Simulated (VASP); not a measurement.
Runs of VASP 6.6.1 on Tl. The structure is that of space group Fd-3m (No. 227), or close to it. The cells are those of the table. This isn't the form of Tl at room conditions, which is hcp.

```tsv
cell	k mesh	gap on the mesh (eV)	pressure (GPa)
a = 5.042 Å, angles 60.0°, 2 atoms	9 × 9 × 9	none	1.1
a = 5.384 Å, angles 60.0°, 2 atoms	9 × 9 × 9	none	-0.8
a = 5.114 Å, angles 60.0°, 2 atoms	9 × 9 × 9	none	0.5
a = 5.185 Å, angles 60.0°, 2 atoms	9 × 9 × 9	none	0.0
a = 5.185 Å, angles 60.0°, 2 atoms	12 × 12 × 12	none	0.0
a = 5.319 Å, angles 60.0°, 2 atoms	9 × 9 × 9	none	-0.6
a = 4.968 Å, angles 60.0°, 2 atoms	9 × 9 × 9	none	(a)
a = 5.253 Å, angles 60.0°, 2 atoms	9 × 9 × 9	none	(b)
```

Alike in all rows: task single point; level RPBE; potentials or basis VASP PAW PBE potentials, release 64 (Tl_d); no spin polarisation; cutoff (eV) 520; smearing fermi-dirac 0.1 eV.

Problem. Fill in the values left out.

Solution. (a) 1.8; (b) -0.4.

Caveats: the PAW data sets were made with another functional, which shifts forces and pressure a little; spin-orbit coupling is left out, which moves the levels of the heavy elements.

A k mesh can miss the band edges, and the runs leave out spin-orbit coupling on Tl.

A gap of «none» marks levels without a gap at the run's occupations.
